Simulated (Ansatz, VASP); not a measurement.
## CdGa2: VASP beside Ansatz

```xyz
3
Lattice="0.0000 3.0681 3.0681 3.0681 0.0000 3.0681 3.0681 3.0681 0.0000" Properties=species:S:1:pos:R:3 pbc="T T T"
Cd    0.0000    0.0000    0.0000
Ga    1.5341    1.5341    1.5341
Ga    4.6022    4.6022    4.6022
```

Alike in both runs: task relaxation of cell and atoms; functional PBE; k mesh 6 × 6 × 6; occupations gaussian, width 0.1 eV; no spin polarisation.

|  | VASP | Ansatz |
| --- | --- | --- |
| version | VASP 6.6.1 | Ansatz 0.2.0 |
| potentials or method | VASP PAW PBE potentials, release 64 (Cd, Ga_d), cutoff 600 eV | scalar-relativistic, plane waves, PAW |
| valence electrons in the cell | 38 | 46 |

Ansatz gave:

- gap on the k mesh at the Fermi level, each at its own relaxed structure (eV): none
- relaxed volume (Å³/atom): 22.60
- relaxed length of the cell vector where the two differ most in proportion (Å): 4.577

Question: What did VASP give for the same quantities?

Answer: gap on the k mesh at the Fermi level, each at its own relaxed structure (eV): none; relaxed volume (Å³/atom): 23.10; relaxed length of the cell vector where the two differ most in proportion (Å): 4.610.

A gap of «none» marks a metal or a gap that the smearing closes. VASP's potentials hold 38 valence electrons a cell and Ansatz's 46, so a difference there can come from the potentials and not from the codes.

Noted on VASP's run: the volume moved by over 15 % at a fixed basis, so the end points are rough.
